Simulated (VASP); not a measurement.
Runs of VASP 6.6.1 on Pb. The structure is that of space group P6_3/mmc (No. 194), or close to it. The cells are those of the table. This isn't the form of Pb at room conditions, which is fcc.

```tsv
cell	gap on the mesh (eV)	pressure (GPa)
a = 3.758, b = 3.758, c = 5.143 Å, angles 90.0, 90.0, 120.0°, 2 atoms	none	0.5
a = 3.758, b = 3.758, c = 6.037 Å, angles 90.0, 90.0, 120.0°, 2 atoms	none	(b)
a = 3.341, b = 3.341, c = 5.590 Å, angles 90.0, 90.0, 120.0°, 2 atoms	none	(a)
a = 3.480, b = 3.480, c = 5.143 Å, angles 90.0, 90.0, 120.0°, 2 atoms	none	9.1
a = 3.202, b = 3.202, c = 6.037 Å, angles 90.0, 90.0, 120.0°, 2 atoms	none	10.6
```

Alike in all rows: task single point; level r2SCAN; potentials or basis VASP PAW PBE potentials, release 64 (Pb_d); no spin polarisation; k mesh 18 × 18 × 10; cutoff (eV) 520; smearing gaussian 0.15 eV.

**Question.** Estimate the missing entries.

**Answer.** (a) 8.5; (b) -5.1.

Caveats: the PAW data sets were made with another functional, which shifts forces and pressure a little; spin-orbit coupling is left out, which moves the levels of the heavy elements; the cell stands under pressure (at least some runs); the cell stands under tension (at least some runs).

A k mesh can miss the band edges, and the runs leave out spin-orbit coupling on Pb.

A gap of «none» marks levels without a gap at the run's occupations.
